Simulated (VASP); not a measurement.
# KI (Fm-3m) in VASP: relaxation of cell and atoms with revPBE

Aim: the relaxation of cell and atoms of KI with revPBE.

Everything below comes from runs of VASP 6.6.1. Logs are shortened: lines on timing, memory, paths and dates and some standing lists are left out, and cuts for length are marked.

## 1. The cell of the first run

Symmetry: Fm-3m, No. 225, cubic system. The conventional cell has a = 7.136 Å, b = 7.136 Å, c = 7.136 Å, α = 90.00°, β = 90.00°, γ = 90.00°. Within 4.7 Å of I (site symmetry m-3m) lie 6 K at 3.57 Å. K (site symmetry m-3m) has 6 I at 3.57 Å within 4.7 Å.

## 2. Relaxation of cell and atoms, revPBE (45.41 Å³/atom)

POSCAR

```
KI
1.0
    0.0000000000      3.5677552452      3.5677552452
    3.5677552452      0.0000000000      3.5677552452
    3.5677552452      3.5677552452      0.0000000000
I K
1 1
Direct
    0.5000000000      0.5000000000      0.5000000000
    0.0000000000      0.0000000000      0.0000000000
```

INCAR.step1

```
ALGO     = Normal         # electronic algorithm
EDIFF    = 1E-7           # SCF threshold, eV
EDIFFG   = -0.002         # ionic threshold
EFERMI   = MIDGAP       
ENCUT    = 690            # plane-wave cutoff, eV
GGA      = RE             # functional
GGA_COMPAT= False        
IBRION   = 2              # ionic algorithm
ISIF     = 3              # what is computed and relaxed
ISMEAR   = 0              # smearing method
LASPH    = True           # aspherical terms in the spheres
LCHARG   = False          # write CHGCAR
LREAL    = False          # projectors in reciprocal space
LWAVE    = False          # write WAVECAR
NELM     = 120            # most SCF steps
NELMIN   = 4            
NSW      = 80             # ionic steps
POTIM    = 0.5            # step
PREC     = Accurate       # precision mode
SIGMA    = 0.03           # smearing width, eV
```

INCAR.step4

```
ALGO     = Normal         # electronic algorithm
EDIFF    = 1E-7           # SCF threshold, eV
EFERMI   = MIDGAP       
ENCUT    = 690            # plane-wave cutoff, eV
GGA      = RE             # functional
GGA_COMPAT= False        
ISIF     = 2              # what is computed and relaxed
ISMEAR   = 0              # smearing method
LASPH    = True           # aspherical terms in the spheres
LCHARG   = False          # write CHGCAR
LREAL    = False          # projectors in reciprocal space
LWAVE    = False          # write WAVECAR
NELM     = 120            # most SCF steps
PREC     = Accurate       # precision mode
SIGMA    = 0.03           # smearing width, eV
```

KPOINTS

```
Automatic mesh
0
Gamma
  7 7 7
  0 0 0
```

Potentials or basis: VASP PAW PBE potentials, release 64 (I, K_sv).

The run is started by

```bash
> cat potpaw_PBE.64/I/POTCAR potpaw_PBE.64/K_sv/POTCAR > POTCAR
> cp INCAR.step1 INCAR
> cp POSCAR.step1 POSCAR
> mpirun -np 1 vasp_std > vasp.out
> cp CONTCAR POSCAR
> mpirun -np 1 vasp_std > vasp.out
> cp CONTCAR POSCAR
> mpirun -np 1 vasp_std > vasp.out
> cp CONTCAR POSCAR
> cp INCAR.step4 INCAR
> mpirun -np 1 vasp_std > vasp.out
```

OUTCAR:

```text
EDIFF = 1E-7
   EFERMI = MIDGAP
   ENCUT = 690
   GGA = RE
   ISIF = 2
   ISMEAR = 0
   LASPH = True
   LREAL = False
   NELM = 120
   PREC = Accurate

 ion  position               nearest neighbor table
   1  0.500  0.500  0.500-
   2  0.000  0.000  0.000-

  LATTYP: Found a face centered cubic cell.
 ALAT       =     7.3987356138

  Lattice vectors:

 A1 = (   0.0000000000,   3.6993678069,   3.6993678069)
 A2 = (   3.6993678069,   0.0000000000,   3.6993678069)
 A3 = (   3.6993678069,   3.6993678069,   0.0000000000)

Analysis of symmetry for initial positions (statically):
=====================================================================
 Subroutine PRICEL returns:
 Original cell was already a primitive cell.

 Routine SETGRP: Setting up the symmetry group for a
 face centered cubic supercell.

 Subroutine GETGRP returns: Found 48 space group operations
 (whereof 48 operations were pure point group operations)
 out of a pool of 48 trial point group operations.

The static configuration has the point symmetry O_h .

Analysis of symmetry for dynamics (positions and initial velocities):
=====================================================================
 Subroutine PRICEL returns:
 Original cell was already a primitive cell.

 Routine SETGRP: Setting up the symmetry group for a
 face centered cubic supercell.

 Subroutine GETGRP returns: Found 48 space group operations
 (whereof 48 operations were pure point group operations)
 out of a pool of 48 trial point group operations.

The dynamic configuration has the point symmetry O_h .

 Subroutine INISYM returns: Found 48 space group operations
 (whereof 48 operations are pure point group operations),
 and found     1 'primitive' translations

----------------------------------------------------------------------------------------

                                     Primitive cell

  volume of cell :     101.2541

  direct lattice vectors                    reciprocal lattice vectors
     0.000000000  3.699367807  3.699367807    -0.135158229  0.135158229  0.135158229
     3.699367807  0.000000000  3.699367807     0.135158229 -0.135158229  0.135158229
     3.699367807  3.699367807  0.000000000     0.135158229  0.135158229 -0.135158229

  length of vectors
     5.231696125  5.231696125  5.231696125     0.234100919  0.234100919  0.234100919

  position of ions in fractional coordinates (direct lattice)
     0.500000000  0.500000000  0.500000000
     0.000000000  0.000000000  0.000000000

  ion indices of the primitive-cell ions
   primitive index   ion index
                 1           1
                 2           2

----------------------------------------------------------------------------------------

 KPOINTS: Automatic mesh

Automatic generation of k-mesh.
 Grid dimensions read from file:
 generate k-points for:    7    7    7

 Generating k-lattice:

  Cartesian coordinates                     Fractional coordinates (reciprocal lattice)
    -0.019308318  0.019308318  0.019308318     0.142857143  0.000000000  0.000000000
     0.019308318 -0.019308318  0.019308318     0.000000000  0.142857143  0.000000000
     0.019308318  0.019308318 -0.019308318     0.000000000  0.000000000  0.142857143

  Length of vectors
     0.033442988  0.033442988  0.033442988

  Shift w.r.t. Gamma in fractional coordinates (k-lattice)
     0.000000000  0.000000000  0.000000000

 Subroutine IBZKPT returns following result:
 ===========================================

 Found     20 irreducible k-points:

 Following reciprocal coordinates:
            Coordinates               Weight
  0.000000  0.000000  0.000000      1.000000
  0.142857  0.000000  0.000000      8.000000
  0.285714  0.000000  0.000000      8.000000
  0.428571  0.000000  0.000000      8.000000
  0.142857  0.142857  0.000000      6.000000
  0.285714  0.142857  0.000000     24.000000
[... 12 lines left out ...]
 -0.428571  0.428571  0.142857     24.000000
 -0.285714  0.428571  0.142857     24.000000
   k-points           NKPTS =     20   k-points in BZ     NKDIM =     20   number of bands    NBANDS=     12
   number of dos      NEDOS =    301   number of ions     NIONS =      2
   total plane-waves  NPLWV = 110592
   dimension x,y,z NGX =    48 NGY =   48 NGZ =   48
   dimension x,y,z NGXF=    96 NGYF=   96 NGZF=   96
   ions per type =               1   1
   NGX,Y,Z   is equivalent  to a cutoff of  15.25, 15.25, 15.25 a.u.
   NGXF,Y,Z  is equivalent  to a cutoff of  30.51, 30.51, 30.51 a.u.
 SYSTEM =  unknown system
   PREC   = accura    normal or accurate (medium, high low for compatibility)
   ISTART =      0    job   : 0-new  1-cont  2-samecut
   ICHARG =      2    charge: 1-file 2-atom 10-const
   ISPIN  =      1    spin polarized calculation?
   LNONCOLLINEAR =      F non collinear calculations
   LSORBIT =      F    spin-orbit coupling
   LASPH  =      T    aspherical Exc in radial PAW
   ENCUT  =  690.0 eV  50.71 Ry    7.12 a.u.  11.21 11.21 11.21*2*pi/ulx,y,z
   NELM   =    120;   NELMIN=  2; NELMDL=  0     # of ELM steps
   EDIFF  = 0.1E-06   stopping-criterion for ELM
   LREAL  =      F    real-space projection
   EDIFFG = 0.1E-05   stopping-criterion for IOM
   NSW    =      0    number of steps for IOM
   IBRION =     -1    ionic relax: 0-MD 1-quasi-New 2-CG
   NFREE  =      0    steps in history (QN), initial steepest desc. (CG)
   ISIF   =      2    stress and relaxation
   ISYM   =      2    0-nonsym 1-usesym 2-fastsym
   POTIM  = 0.5000    time-step for ionic-motion
   TEBEG  =    0.0;   TEEND  =   0.0 temperature during run

   SCALEE = 1.0000    scale energy and forces
   PSTRESS=    0.0 pullay stress
   NELECT =      16.0000    total number of electrons
   NUPDOWN=      -1.0000    fix difference up-down
   EMIN   =  10.00;   EMAX   =-10.00  energy-range for DOS
   EFERMI =   0.00;   METHOD = MIDGAP
   ISMEAR =     0;   SIGMA  =   0.03  broadening in eV -4-tet -1-fermi 0-gaus
   EFERMI_NEDOS =   21; number of points for ismear=-14 and -15
   IALGO  =     38    algorithm
   IMIX   =      4    mixing-type and parameters
     AMIX     =   0.40;   BMIX     =  1.00
     AMIX_MAG =   1.60;   BMIX_MAG =  1.00
  volume/ion in A,a.u.               =      50.63       341.65
  Fermi-wavevector in a.u.,A,eV,Ry     =   0.885069  1.672539 10.658094  0.783348
  Thomas-Fermi vector in A             =   2.006054
   LORBIT       =      0    0 simple, 1 ext, 2 COOP (PROOUT), +10 PAW based schemes
   GGA     = RE    functional components
   LHFCALC =     F    Hartree Fock is set to
   AEXX    =    0.0000 exact exchange contribution
   IVDW    =     0    specifies the selected vdW correction
   LEPSILON=     F    determine dielectric tensor
   LRPA    =     F    only Hartree local field effects (RPA)

   CSHIFT  =0.1000    complex shift for real part using Kramers Kronig

   OMEGAMAX=  -1.0    maximum frequency
 non-spin polarized calculation
 Gauss-broadening in eV      SIGMA  =   0.03
  energy-cutoff  :      690.00
  volume of cell :      101.25
 maximum number of plane-waves:      4279
 NGX is ok and might be reduce to    48
   NGX = 23   NGY = 23   NGZ = 23

 number of electron      16.0000000 magnetization

 Free energy of the ion-electron system (eV)
  ---------------------------------------------------
  ext. energy  EPLUGINS =         0.00000000
  ---------------------------------------------------
  free energy    TOTEN  =        -5.26699093 eV

  energy without entropy =       -5.26699093  energy(sigma->0) =       -5.26699093

 E-fermi :   1.0064     XC(G=0):  -6.3773

 val. band max:       -0.9631473406   @ k =   0.0000   0.0000   0.0000
 cond. band min:       2.9759022040   @ k =   0.0000   0.0000   0.0000
 fundamental gap:      3.9390495446
 Fermi energy:         1.0063774317

 k-point     1 :       0.0000    0.0000    0.0000
  band No.  band energies     occupation
      1     -29.8316      2.00000
      2     -13.2703      2.00000
      3     -13.2703      2.00000
      4     -13.2703      2.00000
      5     -11.2472      2.00000
      6      -0.9631      2.00000
      7      -0.9631      2.00000
      8      -0.9631      2.00000
      9       2.9759      0.00000
     10       5.7099      0.00000
     11       5.7099      0.00000
     12       5.7099      0.00000

 k-point     2 :       0.1429    0.0000    0.0000
  band No.  band energies     occupation
      1     -29.8314      2.00000
      2     -13.2817      2.00000
      3     -13.2705      2.00000
      4     -13.2705      2.00000
      5     -11.2210      2.00000
      6      -1.1968      2.00000
      7      -1.0090      2.00000
      8      -1.0090      2.00000
      9       3.3824      0.00000
     10       5.6272      0.00000
     11       5.8976      0.00000
     12       5.8976      0.00000

 k-point     3 :       0.2857    0.0000    0.0000
  band No.  band energies     occupation
      1     -29.8311      2.00000
      2     -13.3065      2.00000
      3     -13.2712      2.00000
      4     -13.2712      2.00000
      5     -11.1625      2.00000
      6      -1.6259      2.00000
      7      -1.1074      2.00000
      8      -1.1074      2.00000
      9       4.1660      0.00000
     10       5.7539      0.00000
     11       6.3637      0.00000
     12       6.3637      0.00000

 k-point     4 :       0.4286    0.0000    0.0000
  band No.  band energies     occupation
      1     -29.8308      2.00000
      2     -13.3257      2.00000
      3     -13.2717      2.00000
      4     -13.2717      2.00000
      5     -11.1157      2.00000
      6      -1.9118      2.00000
      7      -1.1821      2.00000
      8      -1.1821      2.00000
      9       4.5907      0.00000
     10       6.3555      0.00000
     11       6.9107      0.00000
     12       6.9107      0.00000

 k-point     5 :       0.1429    0.1429    0.0000
  band No.  band energies     occupation
      1     -29.8314      2.00000
      2     -13.2813      2.00000
      3     -13.2720      2.00000
      4     -13.2720      2.00000
      5     -11.2156      2.00000
      6      -1.2413      2.00000
      7      -1.0248      2.00000
      8      -1.0248      2.00000
      9       3.4858      0.00000
     10       5.3294      0.00000
     11       6.1166      0.00000
     12       6.1166      0.00000
[... 168 lines left out ...]
      1     -29.8308      2.00000
      2     -13.3039      2.00000
      3     -13.2780      2.00000
      4     -13.2732      2.00000
      5     -11.1481      2.00000
      6      -1.6724      2.00000
      7      -1.2406      2.00000
      8      -1.1819      2.00000
      9       4.7377      0.00000
     10       5.1298      0.00000
     11       6.4193      0.00000
     12       7.0397      0.00000

 k-point    18 :      -0.4286    0.2857    0.1429
  band No.  band energies     occupation
      1     -29.8306      2.00000
      2     -13.3089      2.00000
      3     -13.2803      2.00000
      4     -13.2753      2.00000
      5     -11.1264      2.00000
      6      -1.7408      2.00000
      7      -1.3742      2.00000
      8      -1.2465      2.00000
      9       5.1588      0.00000
     10       5.7420      0.00000
     11       5.9502      0.00000
     12       7.2732      0.00000

 k-point    19 :      -0.4286    0.4286    0.1429
  band No.  band energies     occupation
      1     -29.8305      2.00000
      2     -13.2955      2.00000
      3     -13.2814      2.00000
      4     -13.2813      2.00000
      5     -11.1408      2.00000
      6      -1.6722      2.00000
      7      -1.3411      2.00000
      8      -1.3116      2.00000
      9       4.8396      0.00000
     10       5.1587      0.00000
     11       6.3842      0.00000
     12       7.2492      0.00000

 k-point    20 :      -0.2857    0.4286    0.1429
  band No.  band energies     occupation
      1     -29.8305      2.00000
      2     -13.2961      2.00000
      3     -13.2868      2.00000
      4     -13.2796      2.00000
      5     -11.1310      2.00000
      6      -1.5543      2.00000
      7      -1.5479      2.00000
      8      -1.3148      2.00000
      9       5.2719      0.00000
     10       5.5869      0.00000
     11       5.9425      0.00000
     12       6.9230      0.00000

------------------------ aborting loop because EDIFF is reached ----------------------------------------

  FORCE on cell =-STRESS in cart. coord.  units (eV):
  Direction    XX          YY          ZZ          XY          YZ          ZX
  --------------------------------------------------------------------------------------
  -------------------------------------------------------------------------------------
  Total        0.0008532      0.0008532      0.0008532     -0.0000000      0.0000000     -0.0000000
  in kB        0.0134998      0.0134998      0.0134998     -0.0000000      0.0000000     -0.0000000
  external PRESSURE =       0.0134998 kB  Pullay stress =       0.0000000 kB

 VOLUME and BASIS-vectors are now :
 -----------------------------------------------------------------------------
  energy-cutoff  :      690.00
  volume of cell :      101.25
      direct lattice vectors                 reciprocal lattice vectors
     0.000000000  3.699367807  3.699367807    -0.135158229  0.135158229  0.135158229
     3.699367807  0.000000000  3.699367807     0.135158229 -0.135158229  0.135158229
     3.699367807  3.699367807  0.000000000     0.135158229  0.135158229 -0.135158229

 POSITION                                       TOTAL-FORCE (eV/Angst)
 -----------------------------------------------------------------------------------
      3.69937      3.69937      3.69937         0.000000      0.000000      0.000000
      0.00000      0.00000      0.00000         0.000000      0.000000     -0.000000
 -----------------------------------------------------------------------------------
    total drift:                               -0.000000     -0.000000     -0.000000

  FREE ENERGIE OF THE ION-ELECTRON SYSTEM (eV)
  ---------------------------------------------------
  free  energy   TOTEN  =        -5.2669909336 eV

  energy  without entropy=       -5.2669909336  energy(sigma->0) =       -5.26699093
```

It took 4.9 min on 1 thread of Intel Xeon Platinum 8259CL at 2.50GHz (Skylake/Cascade Lake), shared host; peak memory 0.36 GiB.

What came out:

| Item | Value |
| --- | --- |
| Free energy | -5.2670 eV |
| Relaxed volume | 50.63 Å³/atom |
| Relaxed cell | a = 5.232 Å, b = 5.232 Å, c = 5.232 Å, α = 60.00°, β = 60.00°, γ = 60.00° |
| Space group after relaxing (to 0.1 Å) | Fm-3m (No. 225) |
| Energy gained by relaxing | 17.0 meV/atom |
| Ionic steps | 7 |
| Pressure after relaxing | 0.0 GPa |
| Band gap on the k mesh | 3.94 eV |

Step by step:
```csv
step,energy change (eV),largest force (eV/Å),pressure (GPa),volume (Å³)
1,0.0000,0.0000,1.15,90.83
2,-0.0233,0.0000,0.59,95.18
3,-0.0314,0.0000,-0.24,104.44
4,-0.0337,0.0000,-0.02,101.54
5,-0.0338,0.0000,0.00,101.25
6,-0.0339,0.0000,0.00,101.25
7,-0.0339,0.0000,0.00,101.25
```

Final structure:
```
CELL_PARAMETERS angstrom
0.00000 3.69937 3.69937
3.69937 0.00000 3.69937
3.69937 3.69937 0.00000
ATOMIC_POSITIONS crystal
I 0.50000 0.50000 0.50000
K 0.00000 0.00000 0.00000
```

Caveat: the PAW data sets were made with another functional, which shifts forces and pressure a little; spin-orbit coupling is left out, which moves the levels of the heavy elements; an odd mesh through Γ misses points on the zone boundary, where band edges can lie.
